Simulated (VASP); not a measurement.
Set up this calculation in VASP 6.6.1, as the native input.

```yaml
Task: single point
Functional: LDA
Potentials_or_basis: VASP PAW LDA potentials, release 64 (Zn, Se)
Cutoff: 520 eV
k_mesh: 8 × 8 × 6
Occupations: gaussian, width 0.05 eV
Spin: no spin polarisation
Dipole_correction: no
Further_INCAR_settings: ALGO = Normal; EDIFF = 1e-06; NBANDS = 26
```

The structure of ZnSe lies in POSCAR:

```
ZnSe
1.0
    3.7875101274      0.0000000000      0.0000000000
    0.0000000000      3.7875101274      0.0000000000
    0.0000000000      0.0000000000      4.9987337378
Zn Se
2 2
Direct
    0.0000000000      0.0000000000      0.0000000000
    0.5000000000      0.5000000000      0.0000000000
    0.0000000000      0.5000000000      0.2796655406
    0.5000000000      0.0000000000      0.7203344594
```

This cell differs from its parent crystal: atoms shifted along a free coordinate.

These files were run (other wordings do the same):

INCAR

```
SYSTEM = ZnSe
PREC     = Accurate       ! precision mode
ENCUT    = 520            ! plane-wave cutoff, eV
EDIFF    = 1E-6           ! SCF threshold, eV
ISMEAR   = 0              ! smearing method
SIGMA    = 0.05           ! smearing width, eV
LREAL    = .FALSE.        ! projectors in reciprocal space
LASPH    = .TRUE.         ! aspherical terms in the spheres
NELM     = 100            ! most SCF steps
ALGO     = Normal         ! electronic algorithm
ISIF     = 2              ! what is computed and relaxed
LWAVE    = .FALSE.        ! write WAVECAR
LCHARG   = .FALSE.        ! write CHGCAR
GGA      = CA             ! functional
NBANDS   = 26             ! bands
```

KPOINTS

```
regular mesh
0
G
  8 8 6
  0 0 0
```

Potentials or basis: VASP PAW LDA potentials, release 64 (Zn, Se).

Command:

```bash
$ cat potpaw_LDA.64/Zn/POTCAR potpaw_LDA.64/Se/POTCAR > POTCAR
$ mpirun -np 1 vasp_std > vasp.out
```

Results of the run:

```
Pressure               : 16.3 GPa
Largest force          : 2.037 eV/Å
Band gap on the k mesh : 1.61 eV
```

Caveat: the cell differs from its parent crystal (atoms shifted along a free coordinate); the cell stands under pressure; forces of over 1 eV/Å act on the atoms, so gaps and moduli don't describe the material at rest.

It took 58 s on 1 thread of Intel(R) Xeon(R) Platinum 8259CL CPU @ 2.50GHz (Skylake/Cascade Lake), on a shared host, peak memory 0.22 GiB.
